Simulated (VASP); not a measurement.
Wanted: the native input for a VASP 6.6.1 run.

| Item | Value |
| --- | --- |
| Task | single point |
| Functional | PBE |
| Potentials or basis | VASP PAW PBE potentials, release 64 (Hf_pv, O) |
| Cutoff | 520 eV |
| k mesh | 13 × 13 × 7 |
| Occupations | fermi-dirac, width 0.08 eV |
| Spin | no spin polarisation |
| Dipole correction | no |
| Further INCAR settings | ALGO = Normal; EDIFF = 1e-07; NBANDS = 18 |

The structure of HfO2 (CdI2 type) lies in POSCAR:

```
HfO2
1.0
    3.2310772220      0.0000000000      0.0000000000
   -1.6155386110      2.7981949558      0.0000000000
    0.0000000000      0.0000000000      4.5226389583
Hf O
1 2
Direct
    0.0000000000      0.0000000000      0.0000000000
    0.3333333333      0.6666666667      0.2149580986
    0.6666666667      0.3333333333      0.7850419014
```

One way to write it, as run:

INCAR

```
SYSTEM = HfO2
  PREC = Accurate
  ENCUT = 520
  EDIFF = 1E-7
  ISMEAR = -1
  SIGMA = 0.08
  LREAL = .FALSE.
  LASPH = .TRUE.
  NELM = 100
  ALGO = Normal
  ISIF = 2
  LWAVE = .FALSE.
  LCHARG = .FALSE.
  GGA = PE
  NBANDS = 18
```

KPOINTS

```
regular mesh
0
G
  13 13 7
  0 0 0
```

Potentials or basis: VASP PAW PBE potentials, release 64 (Hf_pv, O).

The run is started by

```console
$ cat potpaw_PBE.64/Hf_pv/POTCAR potpaw_PBE.64/O/POTCAR > POTCAR
$ mpirun -np 1 vasp_std > vasp.out
```

Results of the run:

| Property | Result |
| --- | --- |
| Pressure | 1.3 GPa |
| Largest force | 0.202 eV/Å |
| Band gap on the k mesh | 4.43 eV (least direct gap 4.84 eV) |

Caveat: spin-orbit coupling is left out, which moves the levels of the heavy elements; an odd mesh through Γ misses points on the zone boundary, where band edges can lie.

Wall time 88 s on 1 thread of Intel Xeon 8259CL (shared host), peak memory 0.22 GiB.
